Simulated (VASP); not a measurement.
Input of a VASP 6.6.1 run:

The input INCAR:

```
SYSTEM = GdTiO
PREC = Accurate ; ENCUT = 520
EDIFF = 1E-7 ; ISMEAR = 0
SIGMA = 0.1 ; LREAL = .False.
LASPH = .True. ; NELM = 150
ALGO = Normal ; ISIF = 2
LWAVE = .False. ; LCHARG = .True.
ISPIN = 2 ; MAGMOM = 7 1 0
LORBIT = 11 ; LMAXMIX = 6
GGA = PE ; LELF = .True.
LVHAR = .True. ; NBANDS = 29
```

The input KPOINTS:

```
Automatic mesh
0
Gamma
  6 6 6
  0 0 0
```

File POSCAR:

```
GdTiO
1.0
    3.5110560311      0.0000000000      0.0000000000
    0.0000000000      3.5110560311      0.0000000000
    0.0000000000      0.0000000000      4.0251220340
Gd Ti O
1 1 1
Direct
    0.0000000000      0.0000000000      0.0000000000
    0.5000000000      0.5000000000      0.5000000000
    0.5000000000      0.5000000000      0.0000000000
```

Potentials or basis: VASP PAW PBE potentials, release 64 (Gd, Ti_sv, O).

The run is started by

```sh
$ cat potpaw_PBE.64/Gd/POTCAR potpaw_PBE.64/Ti_sv/POTCAR potpaw_PBE.64/O/POTCAR > POTCAR
$ mpirun -np 1 vasp_std > vasp.out
```

(1) What does it give for the pressure?

(2) Estimate the site moments.

(3) Predict the net moment.

## Answers

(1) 0.3 GPa.

(2) Gd +6.78; Ti +0.02; O -0.02 μB.

(3) 7.08 μB per cell.

Caveat: a cell with one magnetic atom can't hold antiferromagnetic order, which such compounds often take.
